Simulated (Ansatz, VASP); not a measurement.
# One calculation of Os, two programs

```xyz
2
Lattice="2.7394 0.0000 0.0000 -1.3697 2.3724 0.0000 0.0000 0.0000 4.3138" Properties=species:S:1:pos:R:3 pbc="T T T"
Os    0.0000    1.5816    1.0785
Os    1.3697    0.7908    3.2354
```

Alike in both runs: task single point; functional r2SCAN; k mesh 6 × 6 × 4; occupations fermi-dirac, width 0.1 eV; no spin polarisation.

```csv
,VASP,Ansatz
version,VASP 6.6.1,Ansatz 0.2.0
potentials or method,"VASP PAW PBE potentials, release 64 (Os), cutoff 520 eV","plane waves (500 eV) with PAW, scalar-relativistic"
valence electrons in the cell,16,32
```

|  | VASP | Ansatz | Ansatz less VASP |
| --- | --- | --- | --- |
| pressure (GPa) | 1.8 | 0.9 | -0.94 |
| traceless stress, the component that is largest in VASP (GPa) | -2.73 | -2.73 | +0.008 |

VASP's potentials were made for PBE, not for r2SCAN. VASP's potentials hold 16 valence electrons a cell and Ansatz's 32, so a difference there can come from the potentials and not from the codes.

The k mesh is coarse, so the values compare programs but aren't converged. Neither program's run includes spin-orbit coupling.
